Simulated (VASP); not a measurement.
Write the native input for VASP 6.6.1 that does the following.

| Quantity | Value |
| --- | --- |
| Task | single point |
| Functional | PBEsol |
| Potentials or basis | VASP PAW PBE potentials, release 64 (Al, Ga_d) |
| Cutoff | 520 eV |
| k mesh | 3 × 3 × 3 |
| Occupations | gaussian, width 0.15 eV |
| Spin | no spin polarisation |
| Dipole correction | no |
| Further INCAR settings | LREAL = Auto; ALGO = Normal; EDIFF = 1e-06; NBANDS = 72 |

The structure of Al30Ga (a cell with a defect) lies in POSCAR:

```
Al30Ga
1.0
    8.1000000000      0.0000000000      0.0000000000
    0.0000000000      8.1000000000      0.0000000000
    0.0000000000      0.0000000000      8.1000000000
Al Ga
30 1
Direct
    0.5018006173      0.0004669136      0.0006900000
    0.7493248148     -0.0057381481      0.2582037037
    0.2481680247      0.2481700000      0.0007150617
    0.5015841975      0.4980481481      0.0007133333
    0.7512825926      0.7512882716      0.0006854321
    0.2478575309     -0.0006044444      0.2477656790
    0.5035555556      0.2508501235      0.2474248148
    0.7487680247      0.4961097531      0.2475680247
    0.4966562963     -0.0008280247      0.5006696296
    0.7487640741      0.2508155556      0.5006944444
    0.7492801235     -0.0058285185      0.7430801235
   -0.0009496296      0.4977079012      0.0007285185
    0.2484891358      0.7512848148      0.0006980247
    0.0055622222      0.2504358025      0.2586737037
    0.2511441975      0.5008144444      0.2520822222
    0.4988359259      0.7485620988      0.2521404938
    0.0017098765     -0.0022277778      0.5006941975
    0.2576143210      0.2510838272      0.5007160494
    0.5000259259      0.4995917284      0.5007160494
    0.7486141975      0.7423525926      0.5006523457
    0.2478811111     -0.0006106173      0.7536096296
    0.5035734568      0.2508092593      0.7539834568
    0.7487755556      0.4961234568      0.7538079012
    0.0002044444      0.7517887654      0.2476254321
    0.0004891358      0.5032330864      0.5007356790
    0.2491240741      0.7504056790      0.5007038272
    0.0055269136      0.2503588889      0.7427612346
    0.2511222222      0.5007461728      0.7493683951
    0.4988372840      0.7485255556      0.7492359259
    0.0001934568      0.7517670370      0.7537725926
    0.7941404938      0.2058337037      0.0005958025
```

The input as run:

INCAR

```
SYSTEM = Al30Ga
PREC = Accurate ; ENCUT = 520
EDIFF = 1E-6 ; ISMEAR = 0
SIGMA = 0.15 ; LREAL = Auto
LASPH = .True. ; NELM = 60
ALGO = Normal ; ISIF = 2
LWAVE = .False. ; LCHARG = .False.
GGA = PS ; NBANDS = 72
```

KPOINTS

```
Automatic mesh
0
Gamma
  3 3 3
  0 0 0
```

Potentials or basis: VASP PAW PBE potentials, release 64 (Al, Ga_d).

The run is started by

```bash
$ cat potpaw_PBE.64/Al/POTCAR potpaw_PBE.64/Ga_d/POTCAR > POTCAR
$ mpirun -np 1 vasp_std > vasp.out
```

Results of the run:

The pressure is -2.4 GPa and the largest force is 0.421 eV/Å. The band gap on the k mesh is zero (an odd number of electrons rules out a gap without spin polarisation).

Caveat: the PAW data sets were made with another functional, which shifts forces and pressure a little.

It took 5.7 min on 1 thread of Intel(R) Xeon(R) 6975P-C (Granite Rapids), on a shared host, peak memory 0.66 GiB.
